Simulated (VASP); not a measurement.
BP2:

```
B P
1.0
    -2.51886    2.51886    1.74416
     2.51886   -2.51886    1.74416
     2.51886    2.51886   -1.74416
B P
2 4
Direct
  0.00000 0.00000 0.00000
  0.75000 0.25000 0.50000
  0.37500 0.62500 0.75000
  0.37500 0.12500 0.75000
  0.37500 0.62500 0.25000
  0.87500 0.62500 0.25000
```

| Quantity | Value |
| --- | --- |
| Program | VASP 6.6.1 |
| Task | relaxation of cell and atoms |
| Functional | PBE |
| Potentials or basis | VASP PAW PBE potentials, release 64 (B, P) |
| Cutoff | 600 eV |
| k mesh | 6 × 6 × 6 |
| Occupations | gaussian, width 0.1 eV |
| Spin | no spin polarisation |

At the start: pressure 197.7 GPa; volume 7.38 Å³/atom.

Task: How do energy, volume and symmetry change on relaxing?

Result: Over 11 steps the energy falls by 1976.4 meV/atom and the volume is 12.09 Å³/atom (+63.9 %); space group I4_1/amd (No. 141, to 0.05 Å).

The path:
```
step  energy change (eV)  largest force (eV/Å)  pressure (GPa)  volume (Å³)
   1              0.0000                0.0000          197.68        44.26
   2             -5.2561                0.0000          -20.83       131.66
   3            -11.7068                0.0000           -5.74        76.21
   4            -11.7472                0.0000           -3.20        74.61
   5            -11.7601                0.0000           -0.51        73.10
   6            -11.7574                0.0000           -1.75        73.78
   7            -11.8380                0.0000           -1.38        73.47
   8            -11.8564                0.0000           -0.91        73.22
   9            -11.8575                0.0000           -0.76        73.15
  10            -11.8577                0.0000           -0.71        73.12
  11            -11.8584                0.0000            0.36        72.53
```

Final structure:
```
CELL_PARAMETERS angstrom
-3.07896 3.07896 1.91278
3.07896 -3.07896 1.91278
3.07896 3.07896 -1.91278
ATOMIC_POSITIONS crystal
B 0.00000 0.00000 0.00000
B 0.75000 0.25000 0.50000
P 0.37500 0.62500 0.75000
P 0.37500 0.12500 0.75000
P 0.37500 0.62500 0.25000
P 0.87500 0.62500 0.25000
```

Caveat: the k points lie up to 0.32 Å⁻¹ apart in the final cell; the volume moved by over 15 % at a fixed basis, so the end points are rough.
